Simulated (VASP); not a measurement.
Bi:

```
Bi
1.0
     5.64603    0.00000    0.00000
    -2.82301    4.88960    0.00000
     0.00000    0.00000    3.46101
Bi
3
Direct
  0.00000 0.00000 0.00000
  0.33333 0.66667 0.50000
  0.66667 0.33333 0.50000
```

This isn't the form of Bi at room conditions, which is rhombohedral.

| Item | Value |
| --- | --- |
| Program | VASP 6.6.1 |
| Task | relaxation of cell and atoms |
| Functional | PBEsol |
| Potentials or basis | VASP PAW PBE potentials, release 64 (Bi_d) |
| Cutoff | 600 eV |
| k mesh | 7 × 7 × 9 |
| Occupations | fermi-dirac, width 0.1 eV |
| Spin | no spin polarisation |

At the start: pressure -2.5 GPa; volume 31.85 Å³/atom.

**Question.** How do energy, volume and symmetry change on relaxing?

**Answer.** Over 8 steps the energy falls by 17.6 meV/atom and the volume is 30.39 Å³/atom (-4.6 %); space group P6/mmm (No. 191, to 0.1 Å) before and after.

Step by step:
```
step  energy change (eV)  largest force (eV/Å)  pressure (GPa)  volume (Å³)
   1              0.0000                0.0000           -2.49        95.55
   2             -0.0367                0.0000            1.53        88.85
   3             -0.0441                0.0000            0.24        90.69
   4             -0.0508                0.0000            0.21        90.78
   5             -0.0525                0.0000            0.21        90.83
   6             -0.0525                0.0000            0.21        90.83
   7             -0.0526                0.0000           -0.17        91.41
   8             -0.0527                0.0000            0.01        91.16
```

Final structure:
```cif
data_structure
_symmetry_space_group_name_H-M 'P 1'
_symmetry_Int_Tables_number 1
_cell_length_a 5.6281
_cell_length_b 5.6281
_cell_length_c 3.3231
_cell_angle_alpha 90.000
_cell_angle_beta 90.000
_cell_angle_gamma 120.000
_cell_volume 91.16
loop_
_atom_site_label
_atom_site_type_symbol
_atom_site_fract_x
_atom_site_fract_y
_atom_site_fract_z
_atom_site_occupancy
Bi1 Bi 0.00000 0.00000 0.00000 1
Bi2 Bi 0.33333 0.66667 0.50000 1
Bi3 Bi 0.66667 0.33333 0.50000 1
```

Caveat: the PAW data sets were made with another functional, which shifts forces and pressure a little.
